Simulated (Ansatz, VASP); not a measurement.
## Two plane-wave programs on Co

```
CELL_PARAMETERS angstrom
0.00000 1.79935 1.79935
1.79935 0.00000 1.79935
3.59870 3.59870 0.00000
ATOMIC_POSITIONS crystal
Co 0.00000 0.00000 0.00000
Co 0.00000 0.00000 0.50000
```

Alike in both runs: task single point; functional PBE; k mesh 12 × 12 × 6; occupations fermi-dirac, width 0.05 eV; collinear spin.

```csv
,VASP,Ansatz
version,VASP 6.6.1,Ansatz 0.2.0
potentials or method,"VASP PAW PBE potentials, release 64 (Co), cutoff 520 eV","PAW, plane waves, scalar-relativistic"
valence electrons in the cell,18,34
```

Ansatz gave:

```
pressure (GPa)                                                : -15.5
traceless stress, the component that is largest in VASP (GPa) : 2.12
net moment per atom (μB)                                      : 0.00
size of the moment on the site where the two differ most (μB) : 1.30
```

Problem. Which values does VASP return?

Solution. Pressure (GPa): -15.8; traceless stress, the component that is largest in VASP (GPa): 2.08; net moment per atom (μB): 0.00; size of the moment on the site where the two differ most (μB): 1.28.

Site moments also hang on the region over which each program counts them. VASP's potentials hold 18 valence electrons a cell and Ansatz's 34, so a difference there can come from the potentials and not from the codes.
